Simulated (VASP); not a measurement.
Set up this calculation in VASP 6.6.1, as the native input.

```yaml
Task: single point
Functional: PBE
Potentials_or_basis: VASP PAW PBE potentials, release 64 (Al, C)
Cutoff: 520 eV
k_mesh: 22 × 22 × 22
Occupations: gaussian, width 0.1 eV
Spin: no spin polarisation
Dipole_correction: no
Further_INCAR_settings: ALGO = Normal; EDIFF = 1e-06; NBANDS = 10
```

The structure of AlC lies in POSCAR:

```
AlC
1.0
    0.0000000000      2.1348859966      2.1348859966
    2.1348859966      0.0000000000      2.1348859966
    2.1348859966      2.1348859966      0.0000000000
Al C
1 1
Direct
    0.5000000000      0.5000000000      0.5000000000
    0.0000000000      0.0000000000      0.0000000000
```

These files were run (other wordings do the same):

INCAR

```
PREC     = Accurate       # precision mode
ENCUT    = 520            # plane-wave cutoff, eV
EDIFF    = 1E-6           # SCF threshold, eV
ISMEAR   = 0              # smearing method
SIGMA    = 0.1            # smearing width, eV
LREAL    = F              # projectors in reciprocal space
LASPH    = T              # aspherical terms in the spheres
NELM     = 60             # most SCF steps
ALGO     = Normal         # electronic algorithm
ISIF     = 2              # what is computed and relaxed
LWAVE    = F              # write WAVECAR
LCHARG   = F              # write CHGCAR
GGA      = PE             # functional
NBANDS   = 10             # bands
```

KPOINTS

```
regular mesh
0
Gamma
  22 22 22
```

Potentials or basis: VASP PAW PBE potentials, release 64 (Al, C).

Run with:

```console
$ cat potpaw_PBE.64/Al/POTCAR potpaw_PBE.64/C/POTCAR > POTCAR
$ mpirun -np 1 vasp_std > vasp.out
```

It gave:

```yaml
Pressure: -0.1 GPa
Band_gap_on_the_k_mesh: zero (an odd number of electrons rules out a gap without spin polarisation)
```

Caveat: an odd number of electrons without spin polarisation forces a metal; a magnetic or distorted state may lie lower.

Wall time 71 s on 1 thread of Intel Xeon 8259CL, on a shared host, peak memory 0.18 GiB.
